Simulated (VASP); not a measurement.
# W (P6_3/mmc) in VASP: a series of runs

The runs below take W through single point, relaxation of cell and atoms, with PBE.

Program: VASP 6.6.1. These are calculated values, not measurements. Logs are shortened: lines on timing, memory, paths and dates and some standing lists are left out, and cuts for length are marked.

### Step 1. The cell of the first run

It takes space group P6_3/mmc (No. 194, hexagonal). The conventional cell has a = 2.780 Å, b = 2.780 Å, c = 4.948 Å, α = 90.00°, β = 90.00°, γ = 120.00°. W (site symmetry -6m2) has 12 W at 2.78 to 2.95 Å within 3.7 Å.

This isn't the form of W at room conditions, which is bcc.

### Step 2. Single point, PBE

The input, INCAR:

```
SYSTEM = W
  PREC = Accurate
  ENCUT = 520
  EDIFF = 1E-6
  ISMEAR = 0
  SIGMA = 0.1
  LREAL = .False.
  LASPH = .True.
  NELM = 100
  ALGO = Normal
  ISIF = 2
  LWAVE = .False.
  LCHARG = .False.
  GGA = PE
  NBANDS = 21
```

The input, KPOINTS:

```
regular mesh
0
Gamma
  9 9 4
  0 0 0
```

The input, POSCAR:

```
W
1.0
    2.7798322761      0.0000000000      0.0000000000
   -1.3899161380      2.4074053694      0.0000000000
    0.0000000000      0.0000000000      4.9479519730
W
2
Direct
    0.3333333333      0.6666666667      0.2500000000
    0.6666666667      0.3333333333      0.7500000000
```

Potentials or basis: VASP PAW PBE potentials, release 64 (W_sv).

Started as:

```
$ cat potpaw_PBE.64/W_sv/POTCAR > POTCAR
$ mpirun -np 1 vasp_std > vasp.out
```

OUTCAR:

```text
SYSTEM = W
   PREC = Accurate
   ENCUT = 520
   EDIFF = 1E-6
   ISMEAR = 0
   LREAL = .False.
   LASPH = .True.
   NELM = 100
   ISIF = 2
   GGA = PE

 ion  position               nearest neighbor table
   1  0.333  0.667  0.250-   2 2.95   2 2.95   2 2.95   2 2.95   2 2.95   2 2.95
   2  0.667  0.333  0.750-   1 2.95   1 2.95   1 2.95   1 2.95   1 2.95   1 2.95

  LATTYP: Found a hexagonal cell.
 ALAT       =     2.7798322761
 C/A-ratio  =     1.7799462275

  Lattice vectors:

 A1 = (   2.7798322761,   0.0000000000,   0.0000000000)
 A2 = (  -1.3899161380,   2.4074053694,   0.0000000000)
 A3 = (   0.0000000000,   0.0000000000,   4.9479519730)

Analysis of symmetry for initial positions (statically):
=====================================================================
 Subroutine PRICEL returns:
 Original cell was already a primitive cell.

 Routine SETGRP: Setting up the symmetry group for a
 hexagonal supercell.

 Subroutine GETGRP returns: Found 24 space group operations
 (whereof 12 operations were pure point group operations)
 out of a pool of 24 trial point group operations.

The static configuration has the point symmetry D_3d.
 The point group associated with its full space group is D_6h.

Analysis of symmetry for dynamics (positions and initial velocities):
=====================================================================
 Subroutine PRICEL returns:
 Original cell was already a primitive cell.

 Routine SETGRP: Setting up the symmetry group for a
 hexagonal supercell.

 Subroutine GETGRP returns: Found 24 space group operations
 (whereof 12 operations were pure point group operations)
 out of a pool of 24 trial point group operations.

The dynamic configuration has the point symmetry D_3d.
 The point group associated with its full space group is D_6h.

 Subroutine INISYM returns: Found 24 space group operations
 (whereof 12 operations are pure point group operations),
 and found     1 'primitive' translations

----------------------------------------------------------------------------------------

                                     Primitive cell

  volume of cell :      33.1126

  direct lattice vectors                    reciprocal lattice vectors
     2.779832276  0.000000000  0.000000000     0.359733934  0.207692484  0.000000000
    -1.389916138  2.407405369  0.000000000     0.000000000  0.415384967  0.000000000
[... 77 lines left out ...]
   ISTART =      0    job   : 0-new  1-cont  2-samecut
   ICHARG =      2    charge: 1-file 2-atom 10-const
   ISPIN  =      1    spin polarized calculation?
   LNONCOLLINEAR =      F non collinear calculations
   LSORBIT =      F    spin-orbit coupling
   LASPH  =      T    aspherical Exc in radial PAW
   ENCUT  =  520.0 eV  38.22 Ry    6.18 a.u.   5.17  5.17  9.20*2*pi/ulx,y,z
   NELM   =    100;   NELMIN=  2; NELMDL= -5     # of ELM steps
   EDIFF  = 0.1E-05   stopping-criterion for ELM
   LREAL  =      F    real-space projection
   EDIFFG = 0.1E-04   stopping-criterion for IOM
   NSW    =      0    number of steps for IOM
   IBRION =     -1    ionic relax: 0-MD 1-quasi-New 2-CG
   NFREE  =      0    steps in history (QN), initial steepest desc. (CG)
   ISIF   =      2    stress and relaxation
   ISYM   =      2    0-nonsym 1-usesym 2-fastsym
   POTIM  = 0.5000    time-step for ionic-motion
   TEBEG  =    0.0;   TEEND  =   0.0 temperature during run
   PSTRESS=    0.0 pullay stress
   NELECT =      28.0000    total number of electrons
   NUPDOWN=      -1.0000    fix difference up-down
   EMIN   =  10.00;   EMAX   =-10.00  energy-range for DOS
   EFERMI =   0.00;   METHOD = LEGACY
   ISMEAR =     0;   SIGMA  =   0.10  broadening in eV -4-tet -1-fermi 0-gaus
   EFERMI_NEDOS =   21; number of points for ismear=-14 and -15
   IALGO  =     38    algorithm
   IMIX   =      4    mixing-type and parameters
     AMIX     =   0.40;   BMIX     =  1.00
     AMIX_MAG =   1.60;   BMIX_MAG =  1.00
  volume/ion in A,a.u.               =      16.56       111.73
  Fermi-wavevector in a.u.,A,eV,Ry     =   1.548091  2.925467 32.607517  2.396585
  Thomas-Fermi vector in A             =   2.653091
   LORBIT       =      0    0 simple, 1 ext, 2 COOP (PROOUT), +10 PAW based schemes
   GGA     = PE    functional components
   LHFCALC =     F    Hartree Fock is set to
   AEXX    =    0.0000 exact exchange contribution
   IVDW    =     0    specifies the selected vdW correction
   LEPSILON=     F    determine dielectric tensor
   LRPA    =     F    only Hartree local field effects (RPA)
 non-spin polarized calculation
 Gauss-broadening in eV      SIGMA  =   0.10
  energy-cutoff  :      520.00
  volume of cell :       33.11
 maximum number of plane-waves:       906
 NGX is ok and might be reduce to    24
   NGX = 11   NGY = 11   NGZ = 19

 number of electron      28.0000002 magnetization

 Free energy of the ion-electron system (eV)
  ---------------------------------------------------
  ext. energy  EPLUGINS =         0.00000000
  ---------------------------------------------------
  free energy    TOTEN  =       -24.91394659 eV

  energy without entropy =      -24.90157042  energy(sigma->0) =      -24.90775850

 E-fermi :  10.3941     XC(G=0): -13.3811

 val. band max:       10.3930641512   @ k =   0.0000   0.0000   0.2500
 cond. band min:      10.4128996088   @ k =   0.1111  -0.0000   0.2500
 fundamental gap:      0.0198354576
 Fermi energy:        10.3940655152

 k-point     1 :       0.0000    0.0000    0.0000
  band No.  band energies     occupation
      1     -63.3416      2.00000
      2     -63.2730      2.00000
      3     -28.0305      2.00000
      4     -27.1424      2.00000
      5     -26.9728      2.00000
      6     -26.9728      2.00000
[... 565 lines left out ...]
     20      18.1541      0.00000
     21      20.8312      0.00000

 [... further k-points ...]
[... 5 lines left out ...]
  --------------------------------------------------------------------------------------
  -------------------------------------------------------------------------------------
  Total        0.0807851      0.0807851      0.0635761      0.0000000      0.0000000      0.0000000
  in kB        3.9088451      3.9088451      3.0761765      0.0000000      0.0000000      0.0000000
  external PRESSURE =       3.6312889 kB  Pullay stress =       0.0000000 kB

 VOLUME and BASIS-vectors are now :
 -----------------------------------------------------------------------------
  energy-cutoff  :      520.00
  volume of cell :       33.11
      direct lattice vectors                 reciprocal lattice vectors
     2.779832276  0.000000000  0.000000000     0.359733934  0.207692484  0.000000000
    -1.389916138  2.407405369  0.000000000     0.000000000  0.415384967  0.000000000
     0.000000000  0.000000000  4.947951973     0.000000000  0.000000000  0.202103821

 POSITION                                       TOTAL-FORCE (eV/Angst)
 -----------------------------------------------------------------------------------
     -0.00000      1.60494      1.23699        -0.000000     -0.000000      0.000000
      1.38992      0.80247      3.71096         0.000000      0.000000      0.000000
 -----------------------------------------------------------------------------------
    total drift:                               -0.000000      0.000000     -0.000000

  FREE ENERGIE OF THE ION-ELECTRON SYSTEM (eV)
  ---------------------------------------------------
  free  energy   TOTEN  =       -24.9139465891 eV

  energy  without entropy=      -24.9015704187  energy(sigma->0) =      -24.90775850
```

OSZICAR:

```text
N       E                     dE             d eps       ncg     rms          rms(c)
DAV:   1     0.298210097966E+03    0.29821E+03   -0.17304E+04  1520   0.156E+03
DAV:   2    -0.161948059623E+02   -0.31440E+03   -0.30655E+03  1652   0.468E+02
DAV:   3    -0.260657491870E+02   -0.98709E+01   -0.96906E+01  1710   0.833E+01
DAV:   4    -0.261624228558E+02   -0.96674E-01   -0.96567E-01  1602   0.882E+00
DAV:   5    -0.261634605098E+02   -0.10377E-02   -0.10376E-02  1692   0.925E-01    0.268E+01
DAV:   6    -0.251765628184E+02    0.98690E+00   -0.12354E+00  1630   0.106E+01    0.105E+01
DAV:   7    -0.249233664018E+02    0.25320E+00   -0.64350E-01  1687   0.704E+00    0.776E-01
DAV:   8    -0.249141202126E+02    0.92462E-02   -0.12649E-02  1527   0.111E+00    0.129E-01
DAV:   9    -0.249139460701E+02    0.17414E-03   -0.46657E-04  1810   0.182E-01    0.594E-02
DAV:  10    -0.249139472604E+02   -0.11903E-05   -0.32249E-05  1572   0.519E-02    0.751E-03
DAV:  11    -0.249139465891E+02    0.67130E-06   -0.53211E-06  1621   0.209E-02
   1 F= -.24913947E+02 E0= -.24907759E+02  d E =-.123762E-01
```

It took 8.6 s on 1 thread of Intel Xeon 6975P-C (Granite Rapids), shared host; peak memory 0.16 GiB.

Results:

```
Free energy            : -24.9139 eV
Pressure               : 0.4 GPa
Band gap on the k mesh : zero (bands 14 and 15 overlap by 1.44 eV)
```

Stress tensor (GPa, compression positive):
```
0.39 0.00 0.00
0.00 0.39 0.00
0.00 0.00 0.31
```

Caveat: spin-orbit coupling is left out, which moves the levels of the heavy elements.

### Step 3. Relaxation of cell and atoms, PBE

This run uses another cell than the first one, of 15.90 Å³/atom.

The input, INCAR:

```
SYSTEM = W
ALGO = Normal ; EDIFF = 1E-6
EDIFFG = -0.05 ; ENCUT = 600
GGA = PE ; IBRION = 2
ISIF = 3 ; ISMEAR = 0
LASPH = .TRUE. ; LCHARG = .FALSE.
LREAL = .FALSE. ; LWAVE = .FALSE.
NELM = 100 ; NSW = 100
PREC = Accurate ; SIGMA = 0.1
```

The input, KPOINTS:

```
k-points
0
G
  9 9 4
  0 0 0
```

The input, POSCAR:

```
W
1.0
    2.8225222493      0.0000000000      0.0000000000
   -1.4112611246      2.4443759706      0.0000000000
    0.0000000000      0.0000000000      4.6091788331
W
2
Direct
    0.3333333333      0.6666666667      0.2500000000
    0.6666666667      0.3333333333      0.7500000000
```

Potentials or basis: VASP PAW PBE potentials, release 64 (W_sv).

Started as:

```
$ cat potpaw_PBE.64/W_sv/POTCAR > POTCAR
$ mpirun -np 1 vasp_std > vasp.out
```

It took 56 s on 1 thread of Intel Xeon 6975P-C (Granite Rapids), shared host; peak memory 0.17 GiB.

The run converged. Its results:

```yaml
Free_energy: -24.9137 eV
Relaxed_volume: 16.59 Å³/atom
Relaxed_cell: a = 2.782 Å, b = 2.782 Å, c = 4.948 Å, α = 90.00°, β = 90.00°, γ = 120.00°
Space_group_after_relaxing_to_0.1_Å: P6_3/mmc (No. 194)
Energy_gained_by_relaxing: 83.4 meV/atom
Ionic_steps: 8
Pressure_after_relaxing: -0.1 GPa
Band_gap_on_the_k_mesh: zero (bands 14 and 15 overlap by 1.44 eV)
```

Stress tensor (GPa, compression positive):
```
-0.21  0.00  0.00
 0.00 -0.21  0.00
 0.00  0.00  0.14
```

The path:
```tsv
step	energy change (eV)	largest force (eV/Å)	pressure (GPa)	volume (Å³)
1	0.0000	0.0000	10.97	31.80
2	0.1646	0.0000	-24.95	37.00
3	-0.0930	0.0000	-5.64	33.69
4	-0.1247	0.0000	1.56	33.22
5	-0.1649	0.0000	-1.97	33.42
6	-0.1649	0.0000	-2.16	33.43
7	-0.1574	0.0000	4.82	32.59
8	-0.1667	0.0000	-0.09	33.17
```

Final structure:
```
W
1.0
     2.78246    0.00000    0.00000
    -1.39123    2.40968    0.00000
     0.00000    0.00000    4.94771
W
2
Cartesian
  0.0000 1.6065 1.2369
  1.3912 0.8032 3.7108
```

Levels at points of the mesh, in eV from the Fermi level:
| k point | band 12 | band 13 | band 14 | band 15 | band 16 | band 17 |
| --- | --- | --- | --- | --- | --- | --- |
| (0.00, 0.00, 0.00) | -0.36 | -0.36 | -0.22 | 0.20 | 0.20 | 2.04 |
| (0.00, 0.00, 0.50) | -2.03 | -0.32 | -0.32 | -0.32 | -0.32 | 3.53 |

Caveat: spin-orbit coupling is left out, which moves the levels of the heavy elements.
